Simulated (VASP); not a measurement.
Set up this calculation in VASP 6.6.1, as the native input.

| Property | Result |
| --- | --- |
| Task | single point |
| Functional | LDA |
| Potentials or basis | VASP PAW LDA potentials, release 64 (Li_sv, Zn) |
| Cutoff | 520 eV |
| k mesh | 8 × 8 × 8 |
| Occupations | methfessel-paxton, width 0.1 eV |
| Spin | no spin polarisation |
| Dipole correction | no |
| Further INCAR settings | ALGO = Normal; EDIFF = 1e-06; NBANDS = 18 |

The structure of Li3Zn lies in POSCAR:

```
Li3Zn
1.0
   -2.1418210000      2.1418210000      3.4818170000
    2.1418210000     -2.1418210000      3.4818170000
    2.1418210000      2.1418210000     -3.4818170000
Li Zn
3 1
Direct
    0.7500000000      0.2500000000      0.5000000000
    0.2500000000      0.7500000000      0.5000000000
    0.5000000000      0.5000000000      0.0000000000
    0.0000000000      0.0000000000      0.0000000000
```

These files were run (other wordings do the same):

INCAR

```
SYSTEM = Li3Zn
ALGO = Normal
EDIFF = 1E-6
ENCUT = 520
ISIF = 2
ISMEAR = 1
LASPH = .True.
LCHARG = .False.
LREAL = .False.
LWAVE = .False.
NBANDS = 18
NELM = 80
PREC = Accurate
SIGMA = 0.1
```

KPOINTS

```
k-points
0
Gamma
  8 8 8
  0 0 0
```

Potentials or basis: VASP PAW LDA potentials, release 64 (Li_sv, Zn).

The run is started by

```console
$ cat potpaw_LDA.64/Li_sv/POTCAR potpaw_LDA.64/Zn/POTCAR > POTCAR
$ mpirun -np 1 vasp_std > vasp.out
```

It took 32 s on 1 thread of Intel(R) Xeon(R) 6975P-C (Granite Rapids), on a shared host, peak memory 0.2 GiB.
